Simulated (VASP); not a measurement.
# Cd in VASP: further runs, part 2 of 2

VASP 6.6.1. Earlier steps stand in the parts before.

**3. Single point, PBE**

File INCAR:

```
SYSTEM = Cd
  PREC = Accurate
  ENCUT = 520
  EDIFF = 1E-7
  ISMEAR = 0
  SIGMA = 0.1
  LREAL = .False.
  LASPH = .True.
  NELM = 80
  ALGO = Fast
  ISIF = 2
  LWAVE = .False.
  LCHARG = .False.
  GGA = PE
  NBANDS = 12
```

File KPOINTS:

```
Automatic mesh
0
Gamma
  12 11 11
  0 0 0
```

File POSCAR:

```
Cd
1.0
    1.5790080000      0.9044910000      2.3853110000
   -1.6599930000      0.8989190000      2.4405920000
   -0.0453180000     -1.8934790000      2.4470920000
Cd
1
Direct
   -0.0002900000     -0.0002450000      0.0117290000
```

Potentials or basis: VASP PAW PBE potentials, release 64 (Cd).

The run is started by

```console
> cat potpaw_PBE.64/Cd/POTCAR > POTCAR
> mpirun -np 1 vasp_std > vasp.out
```

OUTCAR:

```text
SYSTEM = Cd
   PREC = Accurate
   ENCUT = 520
   EDIFF = 1E-7
   ISMEAR = 0
   LREAL = .False.
   LASPH = .True.
   NELM = 80
   ISIF = 2
   GGA = PE

 ion  position               nearest neighbor table
   1  1.000  1.000  0.012-

  LATTYP: Found a triclinic cell.
 ALAT       =     5.5172854154
 B/A-ratio  =     0.5846412010
 C/A-ratio  =     0.8237346284
 COS(alpha) =     0.0010957770
 COS(beta)  =     0.3941900132
 COS(gamma) =     0.8785197913

  Lattice vectors:

 A1 = (  -1.5693570000,   4.6858770000,  -2.4535920000)
 A2 = (  -1.6146750000,   2.7923980000,  -0.0065000000)
 A3 = (   3.2843190000,   1.8990510000,  -2.5023730000)

Analysis of symmetry for initial positions (statically):
=====================================================================
 Subroutine PRICEL returns:
 Original cell was already a primitive cell.

 Routine SETGRP: Setting up the symmetry group for a
 triclinic supercell.

 Subroutine GETGRP returns: Found  2 space group operations
 (whereof  1 operations were pure point group operations)
 out of a pool of  2 trial point group operations.

The static configuration has the point symmetry C_1 .
 The point group associated with its full space group is S_2 .

Analysis of symmetry for dynamics (positions and initial velocities):
=====================================================================
 Subroutine PRICEL returns:
 Original cell was already a primitive cell.

 Routine SETGRP: Setting up the symmetry group for a
 triclinic supercell.

 Subroutine GETGRP returns: Found  2 space group operations
 (whereof  1 operations were pure point group operations)
 out of a pool of  2 trial point group operations.

The dynamic configuration has the point symmetry C_1 .
 The point group associated with its full space group is S_2 .

 Subroutine INISYM returns: Found  2 space group operations
 (whereof  1 operations are pure point group operations),
 and found     1 'primitive' translations

----------------------------------------------------------------------------------------

                                     Primitive cell
[... 119 lines left out ...]
   LRPA    =     F    only Hartree local field effects (RPA)
 non-spin polarized calculation
 RMM-DIIS sequential band-by-band and
 Gauss-broadening in eV      SIGMA  =   0.10
  energy-cutoff  :      520.00
  volume of cell :       21.94
 maximum number of plane-waves:       605
 NGX is ok and might be reduce to    24

 number of electron      11.9999999 magnetization

 Free energy of the ion-electron system (eV)
  ---------------------------------------------------
  ext. energy  EPLUGINS =         0.00000000
  ---------------------------------------------------
  free energy    TOTEN  =        -0.73111609 eV

  energy without entropy =       -0.72901507  energy(sigma->0) =       -0.73006558

 E-fermi :   2.7772     XC(G=0): -10.9551

 val. band max:        2.7760448585   @ k =   0.0833  -0.3636   0.3636
 cond. band min:       2.7788900082   @ k =  -0.4167   0.4545   0.4545
 fundamental gap:      0.0028451497
 Fermi energy:         2.7771996827

 k-point     1 :       0.0000    0.0000    0.0000
  band No.  band energies     occupation
      1      -6.5067      2.00000
      2      -6.4283      2.00000
      3      -6.1748      2.00000
      4      -5.9152      2.00000
      5      -5.8994      2.00000
      6      -5.8151      2.00000
      7      16.0645      0.00000
      8      16.4801      0.00000
      9      17.2344      0.00000
     10      20.0302      0.00000
     11      20.3298      0.00000
     12      20.4796      0.00000
[... 331 lines left out ...]
 k-point    24 :       0.3333    0.1818   -0.0000
  band No.  band energies     occupation
      1      -6.6542      2.00000
      2      -6.3151      2.00000
      3      -6.0684      2.00000
      4      -5.9548      2.00000
      5      -5.6264      2.00000
      6      -2.9653      2.00000
      7       8.3539      0.00000
      8      12.9834      0.00000
      9      13.9286      0.00000
     10      15.6886      0.00000
     11      17.1948      0.00000
     12      23.4541      0.00000

 [... further k-points ...]

------------------------ aborting loop because EDIFF is reached ----------------------------------------

  FORCE on cell =-STRESS in cart. coord.  units (eV):
  Direction    XX          YY          ZZ          XY          YZ          ZX
  --------------------------------------------------------------------------------------
  -------------------------------------------------------------------------------------
  Total        0.2775961      0.3279724      0.3957088     -0.0342840      0.0020863      0.0022813
  in kB       20.2724291     23.9513400     28.8980278     -2.5037097      0.1523616      0.1665985
  external PRESSURE =      24.3739323 kB  Pullay stress =       0.0000000 kB

 VOLUME and BASIS-vectors are now :
 -----------------------------------------------------------------------------
  energy-cutoff  :      520.00
  volume of cell :       21.94
      direct lattice vectors                 reciprocal lattice vectors
     1.579008000  0.904491000  2.385311000     0.310904207  0.180114926  0.145124657
    -1.659993000  0.898919000  2.440592000    -0.306754612  0.181050359  0.134409964
    -0.045318000 -1.893479000  2.447092000     0.002884905 -0.356137069  0.133134625

 POSITION                                       TOTAL-FORCE (eV/Angst)
 -----------------------------------------------------------------------------------
     -0.08157      1.78072      4.85332        -0.000000     -0.000000      0.000000
 -----------------------------------------------------------------------------------
    total drift:                               -0.000003     -0.000008      0.000004

  FREE ENERGIE OF THE ION-ELECTRON SYSTEM (eV)
  ---------------------------------------------------
  free  energy   TOTEN  =        -0.7311160857 eV

  energy  without entropy=       -0.7290150741  energy(sigma->0) =       -0.73006558
```

OSZICAR:

```text
N       E                     dE             d eps       ncg     rms          rms(c)
DAV:   1     0.705560622799E+02    0.70556E+02   -0.69818E+03 18600   0.994E+02
DAV:   2     0.510600529173E+00   -0.70045E+02   -0.66630E+02 19092   0.238E+02
DAV:   3    -0.775315894603E+00   -0.12859E+01   -0.12852E+01 20772   0.363E+01
DAV:   4    -0.776895914093E+00   -0.15800E-02   -0.15800E-02 19372   0.125E+00
DAV:   5    -0.776899717149E+00   -0.38031E-05   -0.38028E-05 20716   0.614E-02    0.305E+00
RMM:   6    -0.732906116580E+00    0.43994E-01   -0.79175E-02 17889   0.298E+00    0.244E+00
RMM:   7    -0.730901166810E+00    0.20049E-02   -0.64517E-03 18507   0.752E-01    0.122E+00
RMM:   8    -0.731078794712E+00   -0.17763E-03   -0.16363E-03 18700   0.604E-01    0.803E-02
RMM:   9    -0.731107821792E+00   -0.29027E-04   -0.72610E-05 19677   0.985E-02    0.435E-02
RMM:  10    -0.731116591517E+00   -0.87697E-05   -0.25976E-05 19316   0.746E-02    0.875E-03
RMM:  11    -0.731116071299E+00    0.52022E-06   -0.24938E-06 19990   0.168E-02    0.384E-03
RMM:  12    -0.731116085668E+00   -0.14369E-07   -0.18730E-07 15505   0.610E-03
   1 F= -.73111609E+00 E0= -.73006558E+00  d E =-.210101E-02
```

Run time: 45 s. Hardware: 1 thread of Intel Xeon 6975P-C (Granite Rapids), shared host; peak memory 0.28 GiB.

Results:

* Free energy: -0.7311 eV
* Pressure: 2.4 GPa
* Band gap on the k mesh: zero (bands 6 and 7 overlap by 3.38 eV)

**4. Single point, PBE**

File INCAR:

```
SYSTEM = Cd
  PREC = Accurate
  ENCUT = 520
  EDIFF = 1E-7
  ISMEAR = 0
  SIGMA = 0.1
  LREAL = .FALSE.
  LASPH = .TRUE.
  NELM = 80
  ALGO = Fast
  ISIF = 2
  LWAVE = .FALSE.
  LCHARG = .FALSE.
  GGA = PE
  NBANDS = 12
```

File KPOINTS:

```
regular mesh
0
G
  14 14 14
  0 0 0
```

POSCAR is that of step 3.

The run is started by

```console
> cat potpaw_PBE.64/Cd/POTCAR > POTCAR
> mpirun -np 1 vasp_std > vasp.out
```

Wall time 80 s (1 thread of Intel Xeon 6975P-C (Granite Rapids), shared host); peak memory 0.43 GiB.

Results (log left out):

```yaml
Free_energy: -0.7306 eV
Pressure: 2.4 GPa
Band_gap_on_the_k_mesh: zero (bands 6 and 7 overlap by 3.38 eV)
```

Stress tensor (GPa, compression positive):
```
 2.08 -0.28  0.63
-0.28  2.37  0.47
 0.63  0.47  2.86
```

Levels at points of the mesh, in eV from the Fermi level:
| k point | band 2 | band 3 | band 4 | band 5 | band 6 | band 7 | band 8 | band 9 | band 10 | band 11 |
| --- | --- | --- | --- | --- | --- | --- | --- | --- | --- | --- |
| (0.00, 0.00, 0.00) | -9.21 | -8.95 | -8.69 | -8.68 | -8.59 | 13.28 | 13.70 | 14.45 | 17.25 | 17.55 |
| (0.50, 0.00, 0.00) | -9.23 | -8.97 | -8.42 | -8.22 | -2.33 | -1.40 | 12.49 | 12.65 | 13.61 | 16.34 |
| (0.00, 0.50, 0.00) | -9.30 | -8.91 | -8.39 | -8.25 | -2.45 | -1.73 | 11.78 | 13.28 | 14.68 | 15.86 |
| (0.50, 0.50, 0.00) | -9.68 | -8.37 | -8.23 | -8.12 | -0.58 | 1.71 | 5.87 | 7.44 | 10.14 | 11.70 |
| (0.00, 0.00, 0.50) | -9.30 | -8.90 | -8.39 | -8.26 | -2.46 | -1.75 | 11.82 | 13.17 | 14.82 | 15.90 |
| (0.50, 0.00, 0.50) | -9.67 | -8.37 | -8.24 | -8.12 | -0.64 | 1.62 | 5.91 | 7.54 | 10.18 | 11.80 |
| (0.00, 0.50, 0.50) | -9.65 | -8.34 | -8.21 | -8.17 | -1.03 | 0.96 | 5.98 | 8.43 | 10.25 | 12.69 |
| (0.50, 0.50, 0.50) | -9.14 | -9.13 | -8.27 | -8.18 | -1.79 | -0.21 | 10.99 | 11.55 | 12.32 | 15.18 |

**5. Single point, PBE**

File INCAR:

```
PREC = Accurate
ENCUT = 520
EDIFF = 1E-6
ISMEAR = 0
SIGMA = 0.1
LREAL = F
LASPH = T
NELM = 60
ALGO = Fast
ISIF = 2
LWAVE = F
LCHARG = T
GGA = PE
LELF = T
LVHAR = T
NBANDS = 12
```

File KPOINTS:

```
regular mesh
0
Gamma
  17 16 16
```

POSCAR is that of step 4.

The run is started by

```console
> cat potpaw_PBE.64/Cd/POTCAR > POTCAR
> mpirun -np 1 vasp_std > vasp.out
```

It took 2 min on 1 thread of Intel Xeon 6975P-C (Granite Rapids), shared host; peak memory 0.6 GiB.

It converged, with:

* Free energy: -0.7326 eV
* Pressure: 2.4 GPa
* Band gap on the k mesh: zero (bands 6 and 7 overlap by 3.55 eV)

Stress tensor (GPa, compression positive):
```
 2.28 -0.24  0.70
-0.24  2.58  0.47
 0.70  0.47  2.47
```

Levels at points of the mesh, in eV from the Fermi level:
```csv
k point,band 3,band 4,band 5,band 6,band 7,band 8,band 9,band 10
"(0.00, 0.00, 0.00)",-8.96,-8.70,-8.69,-8.60,13.28,13.70,14.45,17.24
"(0.00, 0.50, 0.00)",-8.91,-8.39,-8.26,-2.46,-1.73,11.77,13.28,14.68
"(0.00, 0.00, 0.50)",-8.91,-8.39,-8.26,-2.47,-1.76,11.82,13.16,14.82
"(0.00, 0.50, 0.50)",-8.35,-8.22,-8.18,-1.03,0.96,5.98,8.43,10.25
```

**6. Single point, PBE**

This run uses another cell than the first one, of the same volume but with other edges.

File INCAR:

```
SYSTEM = Cd
PREC = Accurate
ENCUT = 520
EDIFF = 1E-6
ISMEAR = -1
SIGMA = 0.05
LREAL = .FALSE.
LASPH = .TRUE.
NELM = 60
ALGO = Normal
ISIF = 2
LWAVE = .FALSE.
LCHARG = .FALSE.
GGA = PE
NBANDS = 12
```

File KPOINTS:

```
regular mesh
0
G
  10 10 10
  0 0 0
```

File POSCAR:

```
Cd
1.0
    1.6080291515      0.9283960635      2.4492874100
   -1.6080291515      0.9283960635      2.4492874100
    0.0000000000     -1.8567921270      2.4492874100
Cd
1
Direct
    0.0000000000      0.0000000000      0.0000000000
```

Potentials or basis: VASP PAW PBE potentials, release 64 (Cd).

The run is started by

```console
> cat potpaw_PBE.64/Cd/POTCAR > POTCAR
> mpirun -np 1 vasp_std > vasp.out
```

Run time: 13 s. Hardware: 1 thread of Intel Xeon Platinum 8375C at 2.90GHz (Ice Lake), shared host; peak memory 0.16 GiB.

The run converged. Its results:

| Quantity | Value |
| --- | --- |
| Free energy | -0.7368 eV |
| Pressure | 2.3 GPa |
| Band gap on the k mesh | zero (bands 6 and 7 overlap by 2.90 eV) |

Stress tensor (GPa, compression positive):
```
2.10 0.00 0.00
0.00 2.10 0.00
0.00 0.00 2.84
```

Levels at points of the mesh, in eV from the Fermi level:
```csv
k point,band 2,band 3,band 4,band 5,band 6,band 7,band 8,band 9,band 10,band 11
"(0.00, 0.00, 0.00)",-9.24,-9.03,-8.74,-8.68,-8.68,13.47,14.13,14.13,16.97,17.62
"(0.50, 0.00, 0.00)",-9.27,-9.00,-8.41,-8.28,-2.43,-1.61,12.46,12.55,13.99,16.25
"(0.50, 0.50, 0.00)",-9.70,-8.38,-8.24,-8.20,-0.80,1.37,6.03,7.56,10.30,11.82
"(0.50, 0.50, 0.50)",-9.16,-9.16,-8.27,-8.27,-1.93,-0.47,11.47,11.47,12.36,15.53
```

**7. Summary**

```tsv
cell	k mesh	smearing	gap on the mesh (eV)	pressure (GPa)
a = 3.000, b = 3.085, c = 3.094 Å, angles 62.9, 64.1, 64.3°, 1 atom	9 × 9 × 9	gaussian 0.1 eV	none	2.6
a = 3.000, b = 3.085, c = 3.094 Å, angles 62.9, 64.1, 64.3°, 1 atom	12 × 11 × 11	gaussian 0.1 eV	none	2.4
a = 3.000, b = 3.085, c = 3.094 Å, angles 62.9, 64.1, 64.3°, 1 atom	14 × 14 × 14	gaussian 0.1 eV	none	2.4
a = 3.000, b = 3.085, c = 3.094 Å, angles 62.9, 64.1, 64.3°, 1 atom	17 × 16 × 16	gaussian 0.1 eV	none	2.4
a = 3.074 Å, angles 63.1°, 1 atom	10 × 10 × 10	fermi-dirac 0.05 eV	none	2.3
```

Alike in all rows: task single point; level PBE; potentials or basis VASP PAW PBE potentials, release 64 (Cd); no spin polarisation; cutoff (eV) 520.

Absolute energies hang on the potentials; compare differences alone.
